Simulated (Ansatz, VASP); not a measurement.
**Na2S in VASP and in Ansatz**

Contents of INCAR:

```
PREC = Accurate
ENCUT = 500
EDIFF = 1E-6
ISMEAR = -1
SIGMA = 0.02
LREAL = F
LASPH = T
NELM = 120
ALGO = Normal
ISIF = 2
LWAVE = F
LCHARG = F
GGA = PE
NBANDS = 17
GGA_COMPAT = F
```

KPOINTS

```
Automatic mesh
0
Gamma
  8 8 8
```

File POSCAR:

```
Na2S
1.0
   -0.0081385811      3.2554324508      3.2554324508
    3.2554324508     -0.0081385811      3.2554324508
    3.2472938697      3.2472938697      0.0000000000
S Na
1 2
Direct
    0.0000000000      0.0000000000      0.0000000000
    0.2503228338      0.2503228338      0.2496771662
    0.7496771662      0.7496771662      0.7503228338
```

Input for Ansatz:

```yaml
crystal:
  lattice:
    - [-0.0081385811, 3.2554324508, 3.2554324508]
    - [3.2554324508, -0.0081385811, 3.2554324508]
    - [3.2472938697, 3.2472938697, 0.0]
  atoms:
    - { symbol: S, position: [0.0, 0.0, 0.0] }
    - { symbol: Na, position: [0.2503228338, 0.2503228338, 0.2496771662] }
    - { symbol: Na, position: [0.7496771662, 0.7496771662, 0.7503228338] }
kpoints:
  mp_grid: { grid: [8, 8, 8] }
  band_path:
    path:
      - [0.0, 0.0, 0.0]
      - [0.5, 0.0, 0.5]
      - [0.625, 0.25, 0.625]
      - [0.375, 0.375, 0.75]
      - [0.5, 0.5, 0.5]
      - [0.5, 0.25, 0.75]
    npoints: 1
hamiltonian:
  xc: pbe
scf:
  occupations: { method: fermi_dirac, width: 0.02 }
  n_extra_bands: 4
output:
  forces: true
  stress: true
  eigenvalues: true
```

Change from the starting cell: shear_xy strain -0.5%.

Alike in both runs: task single point; functional PBE; k mesh 8 × 8 × 8; occupations fermi-dirac, width 0.02 eV; no spin polarisation.

|  | VASP | Ansatz |
| --- | --- | --- |
| version | VASP 6.6.1 | Ansatz 0.2.0 |
| potentials or method | VASP PAW PBE potentials, release 64 (S, Na_pv) | plane waves, PAW |
| plane-wave cutoff (eV) | 500 | 420 |
| valence electrons in the cell | 20 | 24 |

Ansatz gave:

| Item | Value |
| --- | --- |
| gap on the k mesh at the Fermi level (eV) | 2.53 |
| pressure (GPa) | 0.8 |
| traceless stress, the component that is largest in VASP (GPa) | 0.09 |

Question: Estimate VASP's values.

Answer: gap on the k mesh at the Fermi level (eV): 2.52; pressure (GPa): 0.8; traceless stress, the component that is largest in VASP (GPa): 0.09.

The functional is the same, so the differences come from potentials, cutoffs and numerics. VASP's potentials hold 20 valence electrons a cell and Ansatz's 24, so a difference there can come from the potentials and not from the codes.
